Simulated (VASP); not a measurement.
# SiO2 (Im-3m) in VASP: notebook, part 2 of 2

VASP 6.6.1. The steps go on from the part before.

## 3. Electric field gradients, r2SCAN

POSCAR reads:

```
SiO2
1.0
   -4.4696193450      4.4696193450      4.4696193450
    4.4696193450     -4.4696193450      4.4696193450
    4.4696193450      4.4696193450     -4.4696193450
Si O
6 12
Direct
    0.5000000000      0.2500000000      0.7500000000
    0.5000000000      0.7500000000      0.2500000000
    0.2500000000      0.7500000000      0.5000000000
    0.7500000000      0.2500000000      0.5000000000
    0.2500000000      0.5000000000      0.7500000000
    0.7500000000      0.5000000000      0.2500000000
    0.3525239400      0.0000000000      0.6474760600
    0.6474760600      0.6474760600      0.2949521200
    0.3525239400      0.6474760600      0.0000000000
    0.3525239400      0.7050478800      0.3525239400
    0.6474760600      0.2949521200      0.6474760600
    0.0000000000      0.3525239400      0.6474760600
    0.7050478800      0.3525239400      0.3525239400
    0.6474760600      0.3525239400      0.0000000000
    0.0000000000      0.6474760600      0.3525239400
    0.2949521200      0.6474760600      0.6474760600
    0.3525239400      0.3525239400      0.7050478800
    0.6474760600      0.0000000000      0.3525239400
```

INCAR.step1 reads:

```
SYSTEM = SiO2
PREC     = Accurate       ! precision mode
ENCUT    = 520            ! plane-wave cutoff, eV
ISMEAR   = -1             ! smearing method
SIGMA    = 0.02           ! smearing width, eV
LREAL    = Auto         
LASPH    = .True.         ! aspherical terms in the spheres
NELM     = 60             ! most SCF steps
NBANDS   = 63             ! bands
GGA      = PE             ! functional
ALGO     = Normal         ! electronic algorithm
EDIFF    = 1E-4           ! SCF threshold, eV
LWAVE    = .True.         ! write WAVECAR
LCHARG   = .False.        ! write CHGCAR
```

INCAR.step2 reads:

```
SYSTEM = SiO2
PREC     = Accurate       ! precision mode
ENCUT    = 520            ! plane-wave cutoff, eV
EDIFF    = 1E-8           ! SCF threshold, eV
ISMEAR   = -1             ! smearing method
SIGMA    = 0.02           ! smearing width, eV
LREAL    = Auto         
LASPH    = .True.         ! aspherical terms in the spheres
NELM     = 60             ! most SCF steps
ALGO     = Normal         ! electronic algorithm
ISIF     = 2              ! what is computed and relaxed
LWAVE    = .False.        ! write WAVECAR
LCHARG   = .False.        ! write CHGCAR
METAGGA  = R2SCAN         ! meta-GGA
LMIXTAU  = .True.       
LEFG     = .True.       
NBANDS   = 63             ! bands
ISTART   = 1
```

KPOINTS reads:

```
Automatic mesh
0
Gamma
  4 4 4
  0 0 0
```

Potentials or basis: VASP PAW PBE potentials, release 64 (Si, O).

Launch:

```console
cat potpaw_PBE.64/Si/POTCAR potpaw_PBE.64/O/POTCAR > POTCAR
cp INCAR.step1 INCAR
mpirun -np 1 vasp_std > vasp.out
cp INCAR.step2 INCAR
mpirun -np 1 vasp_std > vasp.out
```

OUTCAR:

```text
SYSTEM = SiO2
   PREC = Accurate
   ENCUT = 520
   EDIFF = 1E-8
   ISMEAR = -1
   LREAL = Auto
   LASPH = .True.
   NELM = 60
   ISIF = 2
   METAGGA = R2SCAN
   ISTART = 1

 ion  position               nearest neighbor table
   1  0.500  0.250  0.750-  11 1.61  17 1.61   7 1.61  14 1.61
   2  0.500  0.750  0.250-   8 1.61  10 1.61  18 1.61   9 1.61
   3  0.250  0.750  0.500-  10 1.61  16 1.61  15 1.61   7 1.61
   4  0.750  0.250  0.500-  11 1.61  13 1.61  12 1.61  18 1.61
   5  0.250  0.500  0.750-  16 1.61  17 1.61  12 1.61   9 1.61
   6  0.750  0.500  0.250-   8 1.61  13 1.61  15 1.61  14 1.61
   7  0.353  0.000  0.647-   1 1.61   3 1.61
   8  0.647  0.647  0.295-   2 1.61   6 1.61
   9  0.353  0.647  0.000-   2 1.61   5 1.61
  10  0.353  0.705  0.353-   2 1.61   3 1.61
  11  0.647  0.295  0.647-   1 1.61   4 1.61
  12  0.000  0.353  0.647-   5 1.61   4 1.61
[... 788 lines left out ...]

 Electric field gradients after diagonalization (V/A^2)
 (convention: |V_zz| > |V_xx| > |V_yy|)
----------------------------------------------------------------------
 ion       V_xx      V_yy      V_zz     asymmetry (V_yy - V_xx)/ V_zz
----------------------------------------------------------------------
   1       3.726     3.726    -7.453       0.000
   2       3.726     3.726    -7.453       0.000
   3       3.726     3.726    -7.453       0.000
   4       3.726     3.726    -7.453       0.000
   5       3.726     3.726    -7.453       0.000
   6       3.726     3.726    -7.453       0.000
[... 10 lines left out ...]
  17     -49.259   -42.857    92.116       0.070
  18     -49.260   -42.856    92.116       0.070
----------------------------------------------------------------------

           NMR quadrupolar parameters

 Cq : quadrupolar parameter    Cq=e*Q*V_zz/h
 eta: asymmetry parameters     (V_yy - V_xx)/ V_zz
 Q  : nuclear electric quadrupole moment in mb (millibarn)
----------------------------------------------------------------------
 ion       Cq(MHz)       eta       Q (mb)
----------------------------------------------------------------------
   1      -0.018       0.000       1.000
   2      -0.018       0.000       1.000
   3      -0.018       0.000       1.000
   4      -0.018       0.000       1.000
   5      -0.018       0.000       1.000
   6      -0.018       0.000       1.000
[... 10 lines left out ...]
  17       0.223       0.070       1.000
  18       0.223       0.070       1.000
----------------------------------------------------------------------
```

OUTCAR.step1:

```text
SYSTEM = SiO2
   PREC = Accurate
   ENCUT = 520
   ISMEAR = -1
   LREAL = Auto
   LASPH = .True.
   NELM = 60
[... 759 lines left out ...]
      0.00000      2.23481      4.46962         0.000000     -0.000000      0.000000
[... 10 lines left out ...]
      3.15130      3.15130     -0.00000        -0.151425     -0.151425     -0.000000
     -1.31832      4.46962      1.31832        -0.151425     -0.000000      0.151425
 -----------------------------------------------------------------------------------
    total drift:                               -0.000000      0.000000     -0.000000

  FREE ENERGIE OF THE ION-ELECTRON SYSTEM (eV)
  ---------------------------------------------------
  free  energy   TOTEN  =      -142.2379154827 eV

  energy  without entropy=     -142.2379154827  energy(sigma->0) =     -142.23791548
```

OSZICAR.step1:

```text
N       E                     dE             d eps       ncg     rms          rms(c)
DAV:   1     0.770918178258E+03    0.77092E+03   -0.46838E+04  1008   0.134E+03
DAV:   2    -0.805795220914E+02   -0.85150E+03   -0.82009E+03  1327   0.326E+02
DAV:   3    -0.161366896697E+03   -0.80787E+02   -0.80451E+02  1195   0.110E+02
DAV:   4    -0.162830137810E+03   -0.14632E+01   -0.14589E+01  1240   0.163E+01
DAV:   5    -0.162864654641E+03   -0.34517E-01   -0.34489E-01  1216   0.241E+00    0.369E+01
DAV:   6    -0.142461046644E+03    0.20404E+02   -0.82466E+01  1125   0.345E+01    0.171E+01
DAV:   7    -0.142355474029E+03    0.10557E+00   -0.25048E+00  1280   0.521E+00    0.632E+00
DAV:   8    -0.142254705277E+03    0.10077E+00   -0.14190E-01  1216   0.185E+00    0.235E+00
DAV:   9    -0.142224190887E+03    0.30514E-01   -0.79672E-02  1240   0.126E+00    0.537E-01
DAV:  10    -0.142234020795E+03   -0.98299E-02   -0.12626E-02  1114   0.399E-01    0.242E-01
DAV:  11    -0.142236163306E+03   -0.21425E-02   -0.80603E-03  1130   0.368E-01    0.154E-01
DAV:  12    -0.142237768168E+03   -0.16049E-02   -0.11557E-03  1078   0.157E-01    0.236E-02
DAV:  13    -0.142237889253E+03   -0.12109E-03   -0.45198E-05   739   0.385E-02    0.105E-02
DAV:  14    -0.142237915483E+03   -0.26229E-04   -0.13051E-05   694   0.173E-02
   1 F= -.14223792E+03 E0= -.14223792E+03  d E =-.736570E-12
```

It took 11 min on 1 thread of AMD EPYC 9R45 (Zen 5), shared host; peak memory 0.55 GiB.

What came out:

```yaml
Free_energy: -178.5707 eV
Pressure: 0.2 GPa
Largest_force: 0.017 eV/Å
Band_gap_on_the_k_mesh: 6.24 eV
Largest_electric_field_gradient_by_atom: Si -7.5; O +92.1 V/Å²
```

Forces in eV/Å, atoms in the order of the input:
```
Si   0.000  0.000  0.000
Si   0.000  0.000  0.000
Si   0.000  0.000  0.000
Si   0.000  0.000  0.000
Si   0.000  0.000  0.000
Si   0.000  0.000  0.000
O    0.012  0.000 -0.012
O    0.012  0.012  0.000
O    0.012 -0.012  0.000
O   -0.012  0.000 -0.012
O    0.012  0.000  0.012
O    0.000  0.012 -0.012
O    0.000 -0.012 -0.012
O   -0.012  0.012  0.000
O    0.000 -0.012  0.012
O    0.000  0.012  0.012
O   -0.012 -0.012  0.000
O   -0.012  0.000  0.012
```

Electric field gradients, principal values (V/Å²):
| atom | least | middle | greatest (by size) |
| --- | --- | --- | --- |
| 1 Si | 3.726 | 3.726 | -7.453 |
| 2 Si | 3.726 | 3.726 | -7.453 |
| 3 Si | 3.726 | 3.726 | -7.453 |
| 4 Si | 3.726 | 3.726 | -7.453 |
| 5 Si | 3.726 | 3.726 | -7.453 |
| 6 Si | 3.726 | 3.726 | -7.453 |
| 7 O | -42.856 | -49.260 | 92.116 |
| 8 O | -42.857 | -49.259 | 92.116 |
| 9 O | -42.856 | -49.260 | 92.116 |
| 10 O | -42.857 | -49.259 | 92.116 |
| 11 O | -42.857 | -49.259 | 92.116 |
| 12 O | -42.856 | -49.260 | 92.116 |
| 13 O | -42.857 | -49.259 | 92.116 |
| 14 O | -42.856 | -49.260 | 92.116 |
| 15 O | -42.856 | -49.260 | 92.116 |
| 16 O | -42.857 | -49.259 | 92.116 |
| 17 O | -42.857 | -49.259 | 92.116 |
| 18 O | -42.856 | -49.260 | 92.116 |

Caveat: without QUAD_EFG the Cq values of the log hold for a quadrupole moment of 1 mb, not for the nuclei; the PAW data sets were made with another functional, which shifts forces and pressure a little.
